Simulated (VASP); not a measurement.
Pt, 1 atom in the cell. The structure is cubic, space group Fm-3m (No. 225). The conventional cell has a = 3.986 Å, b = 3.986 Å, c = 3.986 Å, α = 90.00°, β = 90.00°, γ = 90.00°. Within 3.7 Å of Pt (site symmetry m-3m) lie 12 Pt at 2.82 Å. 

```yaml
Program: VASP 6.6.1
Task: single point
Functional: revPBE
Potentials_or_basis: VASP PAW PBE potentials, release 64 (Pt)
Cutoff: 520 eV
k_mesh: 18 × 18 × 18
Occupations: gaussian, width 0.1 eV
Spin: no spin polarisation
Dipole_correction: no
Further_INCAR_settings: ALGO = Normal; EDIFF = 1e-06; NBANDS = 11
```

Potentials or basis: VASP PAW PBE potentials, release 64 (Pt).

Command:

```bash
$ cat potpaw_PBE.64/Pt/POTCAR > POTCAR
$ mpirun -np 1 vasp_std > vasp.out
```

Hardware: 1 thread of Intel(R) Xeon(R) 6975P-C (Granite Rapids), on a shared host.

How long does it take, and how much memory?

Run time: 9.6 s on 1 thread of Intel(R) Xeon(R) 6975P-C (Granite Rapids) (shared host), peak memory 0.16 GiB. Counts: scf iterations 11, k points 195.
